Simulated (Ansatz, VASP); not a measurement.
**One calculation of MnSb, two programs**

```
CELL_PARAMETERS angstrom
4.15000 0.00000 0.00000
-2.07500 3.59401 0.00000
0.00000 0.00000 5.78000
ATOMIC_POSITIONS crystal
Sb 0.66667 0.33333 0.75000
Sb 0.33333 0.66667 0.25000
Mn 0.00000 0.00000 0.50000
Mn 0.00000 0.00000 0.00000
```

Alike in both runs: task single point; functional PBEsol; k mesh 6 × 6 × 4; occupations fermi-dirac, width 0.05 eV; collinear spin; fixed moment 8 μB.

|  | VASP | Ansatz |
| --- | --- | --- |
| version | VASP 6.6.1 | Ansatz 0.2.0 |
| potentials or method | VASP PAW PBE potentials, release 64 (Sb, Mn_pv) | Ansatz PAW |
| plane-wave cutoff (eV) | 520 | 420 |
| valence electrons in the cell | 36 | 60 |

VASP gave:

| Item | Value |
| --- | --- |
| pressure (GPa) | -1.9 |
| traceless stress, the component that is largest in VASP (GPa) | 0.17 |
| net moment per atom (μB) | 2.00 |
| size of the moment on the site where the two differ most (μB) | 3.76 |

Task: Estimate Ansatz's values.

Result: Pressure (GPa): -2.0; traceless stress, the component that is largest in VASP (GPa): 0.19; net moment per atom (μB): 2.00; size of the moment on the site where the two differ most (μB): 3.81.

VASP's potentials were made for PBE, not for PBEsol. Site moments also hang on the region over which each program counts them. The functional is the same, so the differences come from potentials, cutoffs and numerics. VASP's potentials hold 36 valence electrons a cell and Ansatz's 60, so a difference there can come from the potentials and not from the codes.

Spin-orbit coupling is off throughout.
